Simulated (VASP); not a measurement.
# AlGa3N4 (P1) in VASP: single point with PBEsol

Aim: the single point of AlGa3N4 with PBEsol.

All numbers are computed with VASP 6.6.1; they aren't measurements. Logs are shortened: lines on timing, memory, paths and dates and some standing lists are left out, and cuts for length are marked.

### 1 The cell of the first run

The typed cell holds 8 atoms: a = 5.170 Å, b = 3.148 Å, c = 5.462 Å, α = 89.92°, β = 89.97°, γ = 90.63°.

### 2 Single point, PBEsol (atoms moved at random and the cell strained at random)

Input file INCAR:

```
PREC = Accurate ; ENCUT = 520
EDIFF = 1E-6 ; ISMEAR = 0
SIGMA = 0.05 ; LREAL = F
LASPH = T ; NELM = 80
ALGO = Normal ; ISIF = 2
LWAVE = F ; LCHARG = F
GGA = PS ; NBANDS = 41
```

Input file KPOINTS:

```
regular mesh
0
Gamma
  6 8 6
```

Input file POSCAR:

```
AlGa3N4
1.0
    5.1696039751     -0.0283852707      0.0032842775
   -0.0174704560      3.1474659105      0.0022218481
   -0.0002347960      0.0038657454      5.4624478433
Al Ga N
1 3 4
Direct
   -0.0284049834      0.4638324464      0.6745317355
    0.5229662364      0.5076604701      0.3544696660
    0.5119238068      0.0075918396      0.8445070131
    0.9638845048      0.0382981123      0.1388340025
    0.1134912329      0.5394008277      0.3391130110
    0.1328103026     -0.0622562579      0.8235058107
    0.6205715025      0.0203456968      0.1827886771
    0.6503574076      0.4851268649      0.6422510841
```

Potentials or basis: VASP PAW PBE potentials, release 64 (Al, Ga_d, N).

On the command line:

```console
> cat potpaw_PBE.64/Al/POTCAR potpaw_PBE.64/Ga_d/POTCAR potpaw_PBE.64/N/POTCAR > POTCAR
> mpirun -np 1 vasp_std > vasp.out
```

OUTCAR:

```text
PREC = Accurate
   ENCUT = 520
   EDIFF = 1E-6
   ISMEAR = 0
   LREAL = F
   LASPH = T
   NELM = 80
   ISIF = 2
   GGA = PS

 ion  position               nearest neighbor table
   1  0.972  0.464  0.675-   8 1.67   6 1.89   5 1.99   6 2.03   4 2.87   2 2.91   3 2.91   3 3.09
                             4 3.12
   2  0.523  0.508  0.354-   8 1.71   7 1.87   7 1.93   5 2.12   1 2.91
   3  0.512  0.008  0.845-   7 1.93   6 1.97   8 1.99   8 2.11   4 2.84   1 2.91   1 3.09
   4  0.964  0.038  0.139-   7 1.79   6 1.96   5 2.06   5 2.07   3 2.84   1 2.87   1 3.12
   5  0.113  0.539  0.339-   1 1.99   4 2.06   4 2.07   2 2.12
   6  0.133  0.938  0.824-   1 1.89   4 1.96   3 1.97   1 2.03
   7  0.621  0.020  0.183-   4 1.79   2 1.87   2 1.93   3 1.93
   8  0.650  0.485  0.642-   1 1.67   2 1.71   3 1.99   3 2.11

  LATTYP: Found a triclinic cell.
 ALAT       =     3.1475151805
 B/A-ratio  =     1.9134844934
 C/A-ratio  =     1.7354798637
 COS(alpha) =     0.0012439597
 COS(beta)  =     0.0014138273
 COS(gamma) =     0.5131299042

  Lattice vectors:

 A1 = (   0.0174704560,  -3.1474659105,  -0.0022218481)
 A2 = (  -5.1521335191,  -3.1190806398,  -0.0055061256)
 A3 = (   0.0002347960,  -0.0038657454,  -5.4624478433)

Analysis of symmetry for initial positions (statically):
=====================================================================
 Subroutine PRICEL returns:
 Original cell was already a primitive cell.

 Routine SETGRP: Setting up the symmetry group for a
 triclinic supercell.

 Subroutine GETGRP returns: Found  1 space group operations
 (whereof  1 operations were pure point group operations)
 out of a pool of  2 trial point group operations.

The static configuration has the point symmetry C_1 .

Analysis of symmetry for dynamics (positions and initial velocities):
=====================================================================
 Subroutine PRICEL returns:
 Original cell was already a primitive cell.

 Routine SETGRP: Setting up the symmetry group for a
 triclinic supercell.

 Subroutine GETGRP returns: Found  1 space group operations
 (whereof  1 operations were pure point group operations)
 out of a pool of  2 trial point group operations.

The dynamic configuration has the point symmetry C_1 .

 Subroutine INISYM returns: Found  1 space group operations
 (whereof  1 operations are pure point group operations),
 and found     1 'primitive' translations

----------------------------------------------------------------------------------------

                                     Primitive cell

  volume of cell :      88.8776

  direct lattice vectors                    reciprocal lattice vectors
     5.169603975 -0.028385271  0.003284278     0.193444306  0.001073735  0.000007555
    -0.017470456  3.147465910  0.002221848     0.001744712  0.317725754 -0.000224778
    -0.000234796  0.003865745  5.462447843    -0.000117017 -0.000129880  0.183068196

  length of vectors
     5.169682947  3.147515180  5.462449216     0.193447286  0.317730624  0.183068280

  position of ions in fractional coordinates (direct lattice)
     0.971595017  0.463832446  0.674531735
     0.522966236  0.507660470  0.354469666
     0.511923807  0.007591840  0.844507013
     0.963884505  0.038298112  0.138834002
     0.113491233  0.539400828  0.339113011
     0.132810303  0.937743742  0.823505811
     0.620571502  0.020345697  0.182788677
     0.650357408  0.485126865  0.642251084

  ion indices of the primitive-cell ions
   primitive index   ion index
                 1           1
                 2           2
                 3           3
                 4           4
                 5           5
                 6           6
                 7           7
                 8           8

----------------------------------------------------------------------------------------

 KPOINTS: regular mesh

Automatic generation of k-mesh.
 Grid dimensions read from file:
 generate k-points for:    6    8    6

 Generating k-lattice:

  Cartesian coordinates                     Fractional coordinates (reciprocal lattice)
     0.032240718  0.000178956  0.000001259     0.166666667  0.000000000  0.000000000
     0.000218089  0.039715719 -0.000028097     0.000000000  0.125000000  0.000000000
    -0.000019503 -0.000021647  0.030511366    -0.000000000  0.000000000  0.166666667

  Length of vectors
     0.032241214  0.039716328  0.030511380

  Shift w.r.t. Gamma in fractional coordinates (k-lattice)
     0.000000000  0.000000000  0.000000000

 Subroutine IBZKPT returns following result:
 ===========================================

 Found    148 irreducible k-points:

 Following reciprocal coordinates:
            Coordinates               Weight
  0.000000  0.000000  0.000000      1.000000
  0.166667  0.000000  0.000000      2.000000
  0.333333 -0.000000  0.000000      2.000000
  0.500000 -0.000000  0.000000      1.000000
  0.000000  0.125000  0.000000      2.000000
  0.166667  0.125000  0.000000      2.000000
[... 16 lines left out ...]
  0.000000  0.500000  0.000000      1.000000
  0.166667  0.500000  0.000000      2.000000
 [... further k-points ...]
   k-points           NKPTS =    148   k-points in BZ     NKDIM =    148   number of bands    NBANDS=     41
   number of dos      NEDOS =    301   number of ions     NIONS =      8
   total plane-waves  NPLWV =  40320
   dimension x,y,z NGX =    40 NGY =   24 NGZ =   42
   dimension x,y,z NGXF=    80 NGYF=   48 NGZF=   84
   ions per type =               1   3   4
   NGX,Y,Z   is equivalent  to a cutoff of  12.86, 12.68, 12.78 a.u.
   NGXF,Y,Z  is equivalent  to a cutoff of  25.73, 25.35, 25.56 a.u.
 SYSTEM =  unknown system
   PREC   = accura    normal or accurate (medium, high low for compatibility)
   ISTART =      0    job   : 0-new  1-cont  2-samecut
   ICHARG =      2    charge: 1-file 2-atom 10-const
   ISPIN  =      1    spin polarized calculation?
   LNONCOLLINEAR =      F non collinear calculations
   LSORBIT =      F    spin-orbit coupling
   LASPH  =      T    aspherical Exc in radial PAW
   ENCUT  =  520.0 eV  38.22 Ry    6.18 a.u.   9.61  5.85 10.16*2*pi/ulx,y,z
   NELM   =     80;   NELMIN=  2; NELMDL= -5     # of ELM steps
   EDIFF  = 0.1E-05   stopping-criterion for ELM
   LREAL  =      F    real-space projection
   EDIFFG = 0.1E-04   stopping-criterion for IOM
   NSW    =      0    number of steps for IOM
   IBRION =     -1    ionic relax: 0-MD 1-quasi-New 2-CG
   NFREE  =      0    steps in history (QN), initial steepest desc. (CG)
   ISIF   =      2    stress and relaxation
   ISYM   =      2    0-nonsym 1-usesym 2-fastsym
   POTIM  = 0.5000    time-step for ionic-motion
   TEBEG  =    0.0;   TEEND  =   0.0 temperature during run
   PSTRESS=    0.0 pullay stress
   NELECT =      62.0000    total number of electrons
   NUPDOWN=      -1.0000    fix difference up-down
   EMIN   =  10.00;   EMAX   =-10.00  energy-range for DOS
   EFERMI =   0.00;   METHOD = LEGACY
   ISMEAR =     0;   SIGMA  =   0.05  broadening in eV -4-tet -1-fermi 0-gaus
   EFERMI_NEDOS =   21; number of points for ismear=-14 and -15
   IALGO  =     38    algorithm
   IMIX   =      4    mixing-type and parameters
     AMIX     =   0.40;   BMIX     =  1.00
     AMIX_MAG =   1.60;   BMIX_MAG =  1.00
  volume/ion in A,a.u.               =      11.11        74.97
  Fermi-wavevector in a.u.,A,eV,Ry     =   1.451915  2.743722 28.681878  2.108059
  Thomas-Fermi vector in A             =   2.569358
   LORBIT       =      0    0 simple, 1 ext, 2 COOP (PROOUT), +10 PAW based schemes
   GGA     = PS    functional components
   LHFCALC =     F    Hartree Fock is set to
   AEXX    =    0.0000 exact exchange contribution
   IVDW    =     0    specifies the selected vdW correction
   LEPSILON=     F    determine dielectric tensor
   LRPA    =     F    only Hartree local field effects (RPA)
 non-spin polarized calculation
 Gauss-broadening in eV      SIGMA  =   0.05
  energy-cutoff  :      520.00
  volume of cell :       88.88
 maximum number of plane-waves:      2414
 NGX is ok and might be reduce to    40
   NGX = 19   NGY = 11   NGZ = 21

 number of electron      61.9999992 magnetization

 Free energy of the ion-electron system (eV)
  ---------------------------------------------------
  ext. energy  EPLUGINS =         0.00000000
  ---------------------------------------------------
  free energy    TOTEN  =       -52.45256515 eV

  energy without entropy =      -52.45256515  energy(sigma->0) =      -52.45256515

 E-fermi :   6.5991     XC(G=0): -11.7542

 val. band max:        6.4024830064   @ k =   0.0000   0.0000   0.0000
 cond. band min:       7.3281979051   @ k =   0.0000   0.0000   0.0000
 fundamental gap:      0.9257148988
 Fermi energy:         6.5990581529

 k-point     1 :       0.0000    0.0000    0.0000
  band No.  band energies     occupation
      1     -11.1695      2.00000
      2     -10.3224      2.00000
      3      -9.2843      2.00000
      4      -8.4913      2.00000
      5      -8.4618      2.00000
      6      -8.3752      2.00000
[... 33 lines left out ...]
     40      15.5498      0.00000
     41      15.8147      0.00000

 k-point     2 :       0.1667    0.0000    0.0000
  band No.  band energies     occupation
      1     -11.1327      2.00000
      2     -10.3180      2.00000
      3      -9.2601      2.00000
      4      -8.4911      2.00000
      5      -8.4620      2.00000
      6      -8.3744      2.00000
[... 33 lines left out ...]
     40      15.4369      0.00000
     41      15.7868      0.00000

 k-point     3 :       0.3333   -0.0000    0.0000
  band No.  band energies     occupation
      1     -11.0552      2.00000
      2     -10.3093      2.00000
      3      -9.1977      2.00000
      4      -8.4894      2.00000
      5      -8.4618      2.00000
      6      -8.3739      2.00000
[... 875 lines left out ...]
      2     -10.3272      2.00000
      3      -8.9908      2.00000
      4      -8.4577      2.00000
      5      -8.3761      2.00000
      6      -8.3416      2.00000
[... 33 lines left out ...]
     40      15.1926      0.00000
     41      15.6363      0.00000

 k-point    24 :       0.1667    0.5000    0.0000
  band No.  band energies     occupation
      1     -10.3737      2.00000
      2     -10.3179      2.00000
      3      -8.9646      2.00000
      4      -8.4577      2.00000
      5      -8.3720      2.00000
      6      -8.3415      2.00000
[... 33 lines left out ...]
     40      15.0669      0.00000
     41      15.4020      0.00000

 [... further k-points ...]

------------------------ aborting loop because EDIFF is reached ----------------------------------------

  FORCE on cell =-STRESS in cart. coord.  units (eV):
  Direction    XX          YY          ZZ          XY          YZ          ZX
  --------------------------------------------------------------------------------------
  -------------------------------------------------------------------------------------
  Total        7.7237917     -0.7257297      5.4422412      0.8280917      0.5378600      2.4556114
  in kB      139.2351747    -13.0825772     98.1061425     14.9278347      9.6958892     44.2667928
  external PRESSURE =      74.7529134 kB  Pullay stress =       0.0000000 kB

 VOLUME and BASIS-vectors are now :
 -----------------------------------------------------------------------------
  energy-cutoff  :      520.00
  volume of cell :       88.88
      direct lattice vectors                 reciprocal lattice vectors
     5.169603975 -0.028385271  0.003284278     0.193444306  0.001073735  0.000007555
    -0.017470456  3.147465910  0.002221848     0.001744712  0.317725754 -0.000224778
    -0.000234796  0.003865745  5.462447843    -0.000117017 -0.000129880  0.183068196

 POSITION                                       TOTAL-FORCE (eV/Angst)
 -----------------------------------------------------------------------------------
      5.01450      1.43493      3.68882         7.113113     -0.242409     -1.674165
      2.69458      1.58437      1.93912        -4.655574      0.798096     -3.953783
      2.64611      0.01263      4.61477        -1.730969     -0.588773     -0.623692
      4.98220      0.09372      0.76162         5.364107     -0.405661      2.488934
      0.57720      1.69584      1.85396        -0.072776     -0.731186     -0.301600
      0.67000      2.95093      4.50088        -1.079518      1.549359     -0.035055
      3.20771      0.04713      1.00056        -1.637115     -0.574309     -1.651281
      3.35346      1.51094      3.51148        -3.301269      0.194884      5.750642
 -----------------------------------------------------------------------------------
    total drift:                                0.000662      0.000391     -0.001822

  FREE ENERGIE OF THE ION-ELECTRON SYSTEM (eV)
  ---------------------------------------------------
  free  energy   TOTEN  =       -52.4525651497 eV

  energy  without entropy=      -52.4525651497  energy(sigma->0) =      -52.45256515
```

Wall time 8.7 min (1 thread of Intel Xeon 8259CL, shared host); peak memory 0.5 GiB.

Results:

| Quantity | Value |
| --- | --- |
| Free energy | -52.4526 eV |
| Pressure | 7.5 GPa |
| Largest force | 7.311 eV/Å |
| Band gap on the k mesh | 0.93 eV |

Forces in eV/Å, atoms in the order of the input:
```
Al   7.113 -0.242 -1.674
Ga  -4.656  0.798 -3.954
Ga  -1.731 -0.589 -0.624
Ga   5.364 -0.406  2.489
N   -0.073 -0.731 -0.302
N   -1.080  1.549 -0.035
N   -1.637 -0.574 -1.651
N   -3.301  0.195  5.751
```

Stress tensor (GPa, compression positive):
```
13.92  1.49  4.43
 1.49 -1.31  0.97
 4.43  0.97  9.81
```

Levels at points of the mesh, in eV from the valence-band top:
```
           k point  band 28  band 29  band 30  band 31  band 32  band 33  band 34  band 35
(0.00, 0.00, 0.00)    -1.77    -0.96    -0.45     0.00     0.93     3.57     4.21     4.70
(0.50, 0.00, 0.00)    -2.09    -1.93    -0.56    -0.17     2.51     2.90     3.56     4.51
(0.00, 0.50, 0.00)    -3.30    -2.76    -2.48    -1.76     3.49     4.08     5.04     5.23
(0.50, 0.50, 0.00)    -2.74    -2.44    -2.09    -1.44     3.72     4.01     4.78     5.11
(0.00, 0.00, 0.50)    -2.55    -1.67    -1.04    -0.09     2.93     3.61     4.99     5.55
(0.50, 0.00, 0.50)    -2.53    -2.12    -1.98    -0.32     3.30     4.03     4.25     5.06
(0.00, 0.50, 0.50)    -3.55    -2.57    -1.34    -1.17     2.89     3.13     4.00     5.01
(0.50, 0.50, 0.50)    -2.78    -1.74    -1.59    -1.53     2.38     3.13     3.30     3.56
```

Caveat: the cell differs from its parent crystal (atoms moved at random and the cell strained at random); the stress differs along the axes, from -1 to 14 GPa; the PAW data sets were made with another functional, which shifts forces and pressure a little.
